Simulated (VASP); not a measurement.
Here is a VASP 6.6.1 calculation.

File INCAR:

```
PREC = Accurate
ENCUT = 520
EDIFF = 1E-6
ISMEAR = 0
SIGMA = 0.01
LREAL = Auto
LASPH = T
NELM = 150
ALGO = Normal
ISIF = 2
LWAVE = F
LCHARG = F
ISPIN = 2
MAGMOM = 0 0 0 0 0 0 0 0 0 0 0 0 0 0 0 0.5 0 0 0 0 0 0 0.5 0 0.5 0 0 0 0 0 0.5
LORBIT = 11
GGA = PE
NELECT = 128.0
NBANDS = 88
```

Contents of KPOINTS:

```
Automatic mesh
0
Gamma
  2 2 2
  0.5 0.5 0.5
```

Contents of POSCAR:

```
Be15S16
1.0
    4.8761188970      4.8761188970      4.8761188970
   -4.8761188970     -4.8761188970      4.8761188970
    4.8761188970     -4.8761188970     -4.8761188970
Be S
15 16
Direct
   -0.0078364716     -0.0037595401      0.0000000000
    0.7500000000      0.4921635284      0.7462404599
   -0.0078364716      0.2500000000      0.7462404599
    0.2540769314      0.0078364716      0.7578364716
    0.2500000000      0.7500000000      0.0000000000
    0.4962404599      0.4921635284      0.0000000000
    0.7500000000     -0.0037595401      0.2421635284
    0.7500000000      0.7500000000      0.5000000000
    0.0037595401      0.5037595401      0.4959230686
    0.2500000000      0.2500000000      0.5000000000
    0.5078364716      0.0078364716      0.5040769314
    0.5078364716      0.7540769314      0.7578364716
    0.0037595401      0.7459230686      0.2537595401
    0.2459230686      0.5037595401      0.2537595401
    0.4962404599      0.2500000000      0.2421635284
    0.7500000000      0.2500000000      0.7445454875
   -0.0027016258     -0.0007250004      0.7492749996
    0.7500000000      0.5007250004      0.4980233747
    0.0007250004      0.2500000000      0.4980233747
    0.2519766253      0.0027016258      0.5019766253
    0.2519766253      0.7519766253      0.7527016258
    0.4992749996      0.4972983742      0.7492749996
    0.7500000000     -0.0054545125      0.0000000000
    0.7500000000      0.7480233747      0.2507250004
    0.0054545125      0.5054545125      0.2554545125
    0.2480233747      0.2500000000      0.2507250004
    0.4992749996     -0.0007250004      0.2472983742
    0.5027016258      0.7519766253      0.5019766253
    0.0007250004      0.7480233747      0.0000000000
    0.2480233747      0.5007250004      0.0000000000
    0.4945454875      0.2500000000      0.0000000000
```

Potentials or basis: VASP PAW PBE potentials, release 64 (Be, S).

Run with:

```console
$ cat potpaw_PBE.64/Be/POTCAR potpaw_PBE.64/S/POTCAR > POTCAR
$ mpirun -np 1 vasp_std > vasp.out
```

**Question.** What does it give for the largest force?

**Answer.** 0.045 eV/Å.

**Question.** What does it give for the net moment?

**Answer.** 0.00 μB per cell.

Forces on the atoms (eV/Å):
```
Be   0.011  0.011  0.009
Be  -0.011 -0.009  0.011
Be   0.009  0.011  0.011
Be  -0.011  0.009 -0.011
Be   0.000  0.000  0.000
Be  -0.011 -0.011  0.009
Be   0.011 -0.009 -0.011
Be   0.000  0.000  0.000
Be   0.011 -0.011 -0.009
Be   0.000  0.000  0.000
Be  -0.011  0.011 -0.009
Be  -0.009  0.011 -0.011
Be  -0.009 -0.011  0.011
Be   0.011  0.009  0.011
Be   0.009 -0.011 -0.011
S    0.026 -0.026 -0.026
S   -0.008 -0.008 -0.008
S   -0.008  0.008  0.008
S   -0.008  0.008  0.008
S    0.008 -0.008  0.008
S    0.008 -0.008  0.008
S    0.008  0.008 -0.008
S   -0.026 -0.026  0.026
S    0.008  0.008 -0.008
S   -0.026  0.026 -0.026
S   -0.008 -0.008 -0.008
S   -0.008  0.008  0.008
S    0.008 -0.008  0.008
S    0.008  0.008 -0.008
S   -0.008 -0.008 -0.008
S    0.026  0.026  0.026
```

Caveat: the cell carries a net charge on a neutralising background, which shifts energy and pressure.
